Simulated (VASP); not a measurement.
# Si (Fd-3m) in VASP: further runs, part 2 of 2

VASP 6.6.1. The steps go on from the part before.

## 3. Single point, r2SCAN

This run uses another cell than the first one: it holds 6 atoms, not 2.

Contents of POSCAR:

```
Si
1.0
    2.7221053412     -2.7221053412      0.0000000000
    2.7221053412      0.0000000000     -2.7221053412
    5.4442106824      5.4442106824      5.4442106824
Si
6
Direct
    0.6666666667      0.6666666667      0.8333333333
    1.0000000000      0.0000000000      0.5000000000
    0.3333333333      0.3333333333      0.1666666667
    0.6666666667      0.6666666667      0.0833333333
    1.0000000000      1.0000000000      0.7500000000
    0.3333333333      0.3333333333      0.4166666667
```

Contents of INCAR.step1:

```
SYSTEM = Si
PREC     = Accurate       ! precision mode
ENCUT    = 520            ! plane-wave cutoff, eV
ISMEAR   = 0              ! smearing method
SIGMA    = 0.05           ! smearing width, eV
LREAL    = .False.        ! projectors in reciprocal space
LASPH    = .True.         ! aspherical terms in the spheres
NELM     = 60             ! most SCF steps
NBANDS   = 21             ! bands
GGA      = PE             ! functional
ALGO     = Normal         ! electronic algorithm
EDIFF    = 1E-4           ! SCF threshold, eV
LWAVE    = .True.         ! write WAVECAR
LCHARG   = .False.        ! write CHGCAR
```

Contents of INCAR.step2:

```
SYSTEM = Si
PREC     = Accurate       ! precision mode
ENCUT    = 520            ! plane-wave cutoff, eV
EDIFF    = 1E-7           ! SCF threshold, eV
ISMEAR   = 0              ! smearing method
SIGMA    = 0.05           ! smearing width, eV
LREAL    = .False.        ! projectors in reciprocal space
LASPH    = .True.         ! aspherical terms in the spheres
NELM     = 60             ! most SCF steps
ALGO     = Normal         ! electronic algorithm
ISIF     = 2              ! what is computed and relaxed
LWAVE    = .False.        ! write WAVECAR
LCHARG   = .True.         ! write CHGCAR
METAGGA  = R2SCAN         ! meta-GGA
LMIXTAU  = .True.       
LELF     = .True.         ! ELF
LVHAR    = .True.       
NBANDS   = 21             ! bands
ISTART   = 1
```

Contents of KPOINTS:

```
Automatic mesh
0
Gamma
  8 8 3
  0 0 0
```

Potentials or basis: VASP PAW PBE potentials, release 64 (Si).

Command:

```sh
> cat potpaw_PBE.64/Si/POTCAR > POTCAR
> cp INCAR.step1 INCAR
> mpirun -np 1 vasp_std > vasp.out
> cp INCAR.step2 INCAR
> mpirun -np 1 vasp_std > vasp.out
```

OUTCAR:

```text
SYSTEM = Si
   PREC = Accurate
   ENCUT = 520
   EDIFF = 1E-7
   ISMEAR = 0
   LREAL = .False.
   LASPH = .True.
   NELM = 60
   ISIF = 2
   METAGGA = R2SCAN
   ISTART = 1

 ion  position               nearest neighbor table
   1  0.667  0.667  0.833-   5 2.36   4 2.36   5 2.36   5 2.36
   2  0.000  0.000  0.500-   6 2.36   5 2.36   6 2.36   6 2.36
   3  0.333  0.333  0.167-   6 2.36   4 2.36   4 2.36   4 2.36
   4  0.667  0.667  0.083-   3 2.36   3 2.36   1 2.36   3 2.36
   5  0.000  0.000  0.750-   1 2.36   1 2.36   1 2.36   2 2.36
   6  0.333  0.333  0.417-   2 2.36   2 2.36   2 2.36   3 2.36

  LATTYP: Found a hexagonal cell.
 ALAT       =     3.8496382917
 C/A-ratio  =     2.4494897428

  Lattice vectors:

 A1 = (  -2.7221053412,   0.0000000000,   2.7221053412)
 A2 = (   2.7221053412,  -2.7221053412,   0.0000000000)
 A3 = (   5.4442106824,   5.4442106824,   5.4442106824)

Analysis of symmetry for initial positions (statically):
=====================================================================
 Subroutine PRICEL returns following result:

  LATTYP: Found a face centered cubic cell.
 ALAT       =     5.4442106821

  Lattice vectors:

 A1 = (  -2.7221053412,  -2.7221053409,   0.0000000003)
 A2 = (   0.0000000000,  -2.7221053404,   2.7221053420)
 A3 = (  -2.7221053412,   0.0000000000,   2.7221053412)

   3 primitive cells build up your supercell.

 Routine SETGRP: Setting up the symmetry group for a
 hexagonal supercell.

 Subroutine GETGRP returns: Found 12 space group operations
 (whereof  6 operations were pure point group operations)
 out of a pool of 24 trial point group operations.

The static configuration has the point symmetry C_3v.
 The point group associated with its full space group is D_3d.

Analysis of symmetry for dynamics (positions and initial velocities):
=====================================================================
 Subroutine PRICEL returns following result:
[... 135 lines left out ...]
   EFERMI_NEDOS =   21; number of points for ismear=-14 and -15
   IALGO  =     38    algorithm
   IMIX   =      4    mixing-type and parameters
     AMIX     =   0.40;   BMIX     =  1.00
     AMIX_MAG =   1.60;   BMIX_MAG =  1.00
  volume/ion in A,a.u.               =      20.17       136.12
  Fermi-wavevector in a.u.,A,eV,Ry     =   0.954677  1.804078 12.400467  0.911409
  Thomas-Fermi vector in A             =   2.083446
   LORBIT       =      0    0 simple, 1 ext, 2 COOP (PROOUT), +10 PAW based schemes
   METAGGA = R2SCAN    functional components
   LHFCALC =     F    Hartree Fock is set to
   AEXX    =    0.0000 exact exchange contribution
   IVDW    =     0    specifies the selected vdW correction
   LEPSILON=     F    determine dielectric tensor
   LRPA    =     F    only Hartree local field effects (RPA)
 non-spin polarized calculation
 Gauss-broadening in eV      SIGMA  =   0.05
  energy-cutoff  :      520.00
  volume of cell :      121.02
 maximum number of plane-waves:      3297
 NGX is ok and might be reduce to    30

 number of electron      24.0000002 magnetization

 Free energy of the ion-electron system (eV)
  ---------------------------------------------------
  ext. energy  EPLUGINS =         0.00000000
  ---------------------------------------------------
  free energy    TOTEN  =       -52.64627541 eV

  energy without entropy =      -52.64627541  energy(sigma->0) =      -52.64627541

 E-fermi :   5.8738     XC(G=0):  -9.8251

 val. band max:        5.6627423538   @ k =   0.0000   0.0000   0.0000
 cond. band min:       6.5588701578   @ k =   0.3750   0.0000   0.3333
 fundamental gap:      0.8961278040
 Fermi energy:         5.8737774714

 k-point     1 :       0.0000    0.0000    0.0000
  band No.  band energies     occupation
      1      -6.8107      2.00000
      2      -5.3716      2.00000
      3      -5.3715      2.00000
      4       0.1368      2.00000
      5       0.1369      2.00000
      6       4.6073      2.00000
[... 565 lines left out ...]
     20      11.1603      0.00000
     21      11.3426      0.00000

 [... further k-points ...]
[... 5 lines left out ...]
  --------------------------------------------------------------------------------------
  -------------------------------------------------------------------------------------
  Total       -0.1788113     -0.1788113     -0.1788113     -0.0131548     -0.0131548     -0.0131548
  in kB       -2.3672246     -2.3672246     -2.3672246     -0.1741515     -0.1741515     -0.1741515
  external PRESSURE =      -2.3672246 kB  Pullay stress =       0.0000000 kB

 VOLUME and BASIS-vectors are now :
 -----------------------------------------------------------------------------
  energy-cutoff  :      520.00
  volume of cell :      121.02
      direct lattice vectors                 reciprocal lattice vectors
     2.722105341 -2.722105341  0.000000000     0.122454237 -0.244908475  0.122454237
     2.722105341  0.000000000 -2.722105341     0.122454237  0.122454237 -0.244908475
     5.444210682  5.444210682  5.444210682     0.061227119  0.061227119  0.061227119

 POSITION                                       TOTAL-FORCE (eV/Angst)
 -----------------------------------------------------------------------------------
      8.16632      2.72211      2.72211        -0.000649     -0.000649     -0.000649
      2.72211      2.72211      2.72211        -0.000649     -0.000649     -0.000649
      2.72211      0.00000      0.00000        -0.000649     -0.000649     -0.000649
      4.08316     -1.36105     -1.36105         0.000649      0.000649      0.000649
      4.08316      4.08316      4.08316         0.000649      0.000649      0.000649
      4.08316      1.36105      1.36105         0.000649      0.000649      0.000649
 -----------------------------------------------------------------------------------
    total drift:                                0.000000      0.000000      0.000000

  FREE ENERGIE OF THE ION-ELECTRON SYSTEM (eV)
  ---------------------------------------------------
  free  energy   TOTEN  =       -52.6462754097 eV

  energy  without entropy=      -52.6462754097  energy(sigma->0) =      -52.64627541
```

OSZICAR.step1:

```text
N       E                     dE             d eps       ncg     rms          rms(c)
DAV:   1     0.468440127120E+02    0.46844E+02   -0.92991E+03  1050   0.941E+02
DAV:   2    -0.294472244725E+02   -0.76291E+02   -0.72715E+02  1330   0.140E+02
DAV:   3    -0.330155812845E+02   -0.35684E+01   -0.35384E+01  1370   0.276E+01
DAV:   4    -0.330652800798E+02   -0.49699E-01   -0.49642E-01  1371   0.397E+00
DAV:   5    -0.330659736612E+02   -0.69358E-03   -0.69351E-03  1404   0.457E-01    0.838E+00
DAV:   6    -0.327005808772E+02    0.36539E+00   -0.17410E-01  1206   0.170E+00    0.512E+00
DAV:   7    -0.325342164574E+02    0.16636E+00   -0.37569E-01  1229   0.262E+00    0.294E-01
DAV:   8    -0.325368127583E+02   -0.25963E-02   -0.22059E-02  1226   0.676E-01    0.120E-01
DAV:   9    -0.325375169051E+02   -0.70415E-03   -0.90996E-04  1378   0.163E-01    0.925E-02
DAV:  10    -0.325376811027E+02   -0.16420E-03   -0.23595E-04  1198   0.725E-02    0.308E-02
DAV:  11    -0.325376788812E+02    0.22215E-05   -0.33335E-06   685   0.101E-02
   1 F= -.32537679E+02 E0= -.32537679E+02  d E =-.346230E-13
```

It took 2.5 min on 1 thread of Intel Xeon Platinum 8488C (Sapphire Rapids), shared host; peak memory 0.25 GiB.

Results:

```yaml
Free_energy: -52.6463 eV
Pressure: -0.2 GPa
Band_gap_on_the_k_mesh: 0.90 eV
```

Levels at points of the mesh, in eV from the valence-band top:
```
           k point  band 10  band 11  band 12  band 13  band 14  band 15
(0.00, 0.00, 0.00)     0.00     0.00     0.00     2.08     2.08     2.75
(0.50, 0.00, 0.00)    -2.87    -1.87    -1.87     0.93     0.93     2.31
```

Caveat: the PAW data sets were made with another functional, which shifts forces and pressure a little.

## 4. Single point, r2SCAN

This run uses another cell than the first one: it holds 8 atoms, not 2.

Contents of POSCAR:

```
Si
1.0
    5.4442106828      0.0000000000      0.0000000000
    0.0000000000     -5.4442106828      0.0000000000
    0.0000000000      0.0000000000     -5.4442106828
Si
8
Direct
    0.5000000000      0.0000000000      0.0000000000
    0.0000000000      0.5000000000      0.0000000000
    0.0000000000      0.0000000000      0.5000000000
    0.5000000000      0.5000000000      0.5000000000
    0.7500000000      0.7500000000      0.7500000000
    0.2500000000      0.2500000000      0.7500000000
    0.2500000000      0.7500000000      0.2500000000
    0.7500000000      0.2500000000      0.2500000000
```

Contents of INCAR.step1:

```
  PREC = Accurate
  ENCUT = 520
  ISMEAR = 0
  SIGMA = 0.05
  LREAL = False
  LASPH = True
  NELM = 80
  NBANDS = 26
  GGA = PE
  ALGO = Normal
  EDIFF = 1E-4
  LWAVE = True
  LCHARG = False
```

Contents of INCAR.step2:

```
  PREC = Accurate
  ENCUT = 520
  EDIFF = 1E-6
  ISMEAR = 0
  SIGMA = 0.05
  LREAL = False
  LASPH = True
  NELM = 80
  ALGO = Normal
  ISIF = 2
  LWAVE = False
  LCHARG = False
  METAGGA = R2SCAN
  LMIXTAU = True
  NBANDS = 26
  ISTART = 1
```

Contents of KPOINTS:

```
regular mesh
0
Gamma
  6 6 6
```

Potentials or basis: VASP PAW PBE potentials, release 64 (Si).

Command:

```sh
> cat potpaw_PBE.64/Si/POTCAR > POTCAR
> cp INCAR.step1 INCAR
> mpirun -np 1 vasp_std > vasp.out
> cp INCAR.step2 INCAR
> mpirun -np 1 vasp_std > vasp.out
```

OUTCAR:

```text
PREC = Accurate
   ENCUT = 520
   EDIFF = 1E-6
   ISMEAR = 0
   LREAL = False
   LASPH = True
   NELM = 80
   ISIF = 2
   METAGGA = R2SCAN
   ISTART = 1

 ion  position               nearest neighbor table
   1  0.500  0.000  0.000-   5 2.36   6 2.36   7 2.36   8 2.36
   2  0.000  0.500  0.000-   5 2.36   6 2.36   7 2.36   8 2.36
   3  0.000  0.000  0.500-   5 2.36   6 2.36   7 2.36   8 2.36
   4  0.500  0.500  0.500-   5 2.36   6 2.36   7 2.36   8 2.36
   5  0.750  0.750  0.750-   1 2.36   2 2.36   3 2.36   4 2.36
   6  0.250  0.250  0.750-   1 2.36   2 2.36   3 2.36   4 2.36
   7  0.250  0.750  0.250-   1 2.36   2 2.36   3 2.36   4 2.36
   8  0.750  0.250  0.250-   1 2.36   2 2.36   3 2.36   4 2.36

  LATTYP: Found a simple cubic cell.
 ALAT       =     5.4442106828

  Lattice vectors:

 A1 = (   5.4442106828,   0.0000000000,   0.0000000000)
 A2 = (   0.0000000000,  -5.4442106828,   0.0000000000)
 A3 = (   0.0000000000,   0.0000000000,  -5.4442106828)

Analysis of symmetry for initial positions (statically):
[... 193 lines left out ...]
 cond. band min:       6.4474456232   @ k =   0.1667   0.0000   0.0000
 fundamental gap:      0.7854392590
 Fermi energy:         5.9310619943

 k-point     1 :       0.0000    0.0000    0.0000
  band No.  band energies     occupation
      1      -6.8114      2.00000
      2      -2.4711      2.00000
      3      -2.4711      2.00000
      4      -2.4711      2.00000
      5      -2.4711      2.00000
      6      -2.4711      2.00000
[... 569 lines left out ...]
     25       9.2533      0.00000
     26       9.2533      0.00000

------------------------ aborting loop because EDIFF is reached ----------------------------------------

  FORCE on cell =-STRESS in cart. coord.  units (eV):
  Direction    XX          YY          ZZ          XY          YZ          ZX
  --------------------------------------------------------------------------------------
  -------------------------------------------------------------------------------------
  Total       -0.2396960     -0.2396960     -0.2396960      0.0000000     -0.0000000     -0.0000000
  in kB       -2.3799432     -2.3799432     -2.3799432      0.0000000     -0.0000000     -0.0000000
  external PRESSURE =      -2.3799432 kB  Pullay stress =       0.0000000 kB

 VOLUME and BASIS-vectors are now :
 -----------------------------------------------------------------------------
  energy-cutoff  :      520.00
  volume of cell :      161.36
      direct lattice vectors                 reciprocal lattice vectors
     5.444210683  0.000000000  0.000000000     0.183681356  0.000000000  0.000000000
     0.000000000 -5.444210683  0.000000000     0.000000000 -0.183681356  0.000000000
     0.000000000  0.000000000 -5.444210683     0.000000000  0.000000000 -0.183681356

 POSITION                                       TOTAL-FORCE (eV/Angst)
 -----------------------------------------------------------------------------------
      2.72211      0.00000      0.00000         0.000000      0.000000     -0.000000
      0.00000     -2.72211      0.00000        -0.000000     -0.000000      0.000000
      0.00000      0.00000     -2.72211         0.000000      0.000000     -0.000000
      2.72211     -2.72211     -2.72211        -0.000000      0.000000     -0.000000
      4.08316     -4.08316     -4.08316         0.000000      0.000000     -0.000000
      1.36105     -1.36105     -4.08316        -0.000000     -0.000000      0.000000
      1.36105     -4.08316     -1.36105         0.000000     -0.000000      0.000000
      4.08316     -1.36105     -1.36105        -0.000000     -0.000000      0.000000
 -----------------------------------------------------------------------------------
    total drift:                                0.000000     -0.000000     -0.000000

  FREE ENERGIE OF THE ION-ELECTRON SYSTEM (eV)
  ---------------------------------------------------
  free  energy   TOTEN  =       -70.2009950008 eV

  energy  without entropy=      -70.2009950008  energy(sigma->0) =      -70.20099500
```

OUTCAR.step1:

```text
PREC = Accurate
   ENCUT = 520
   ISMEAR = 0
   LREAL = False
   LASPH = True
[... 826 lines left out ...]
      4.08316     -4.08316     -4.08316         0.000000     -0.000000     -0.000000
      1.36105     -1.36105     -4.08316        -0.000000      0.000000     -0.000000
      1.36105     -4.08316     -1.36105         0.000000      0.000000     -0.000000
      4.08316     -1.36105     -1.36105         0.000000     -0.000000      0.000000
 -----------------------------------------------------------------------------------
    total drift:                                0.000000     -0.000000     -0.000000

  FREE ENERGIE OF THE ION-ELECTRON SYSTEM (eV)
  ---------------------------------------------------
  free  energy   TOTEN  =       -43.3905301434 eV

  energy  without entropy=      -43.3905301434  energy(sigma->0) =      -43.39053014
```

Run time: 2 min. Hardware: 1 thread of Intel Xeon Platinum 8488C (Sapphire Rapids), shared host; peak memory 0.26 GiB.

What came out:

```
Free energy            : -70.2010 eV
Pressure               : -0.2 GPa
Band gap on the k mesh : 0.79 eV
```

Levels at points of the mesh, in eV from the valence-band top:
| k point | band 14 | band 15 | band 16 | band 17 | band 18 | band 19 |
| --- | --- | --- | --- | --- | --- | --- |
| (0.00, 0.00, 0.00) | 0.00 | 0.00 | 0.00 | 0.94 | 0.94 | 0.94 |
| (0.50, 0.00, 0.00) | -1.98 | -1.98 | -1.98 | 1.34 | 1.34 | 3.46 |
| (0.50, 0.50, 0.00) | -1.40 | -1.40 | -1.40 | 2.73 | 2.73 | 2.73 |
| (0.50, 0.50, 0.50) | -1.27 | -1.27 | -1.27 | 1.86 | 1.86 | 1.86 |

Caveat: the PAW data sets were made with another functional, which shifts forces and pressure a little. A k mesh can miss the band edges.

## 5. The runs side by side

```tsv
cell	k mesh	gap on the mesh (eV)	pressure (GPa)
a = 3.850 Å, angles 60.0°, 2 atoms	8 × 8 × 8	0.83	-0.2
a = 3.850, b = 3.850, c = 9.430 Å, angles 90.0, 90.0, 60.0°, 6 atoms	8 × 8 × 3	0.90	-0.2
a = 5.444 Å, 8 atoms	6 × 6 × 6	0.79	-0.2
```

Alike in all rows: task single point; level r2SCAN; potentials or basis VASP PAW PBE potentials, release 64 (Si); no spin polarisation; cutoff (eV) 520; smearing gaussian 0.05 eV.

Caveats: the PAW data sets were made with another functional, which shifts forces and pressure a little.

Total energies depend on the potentials used, so only differences within one code and one set of settings carry meaning.
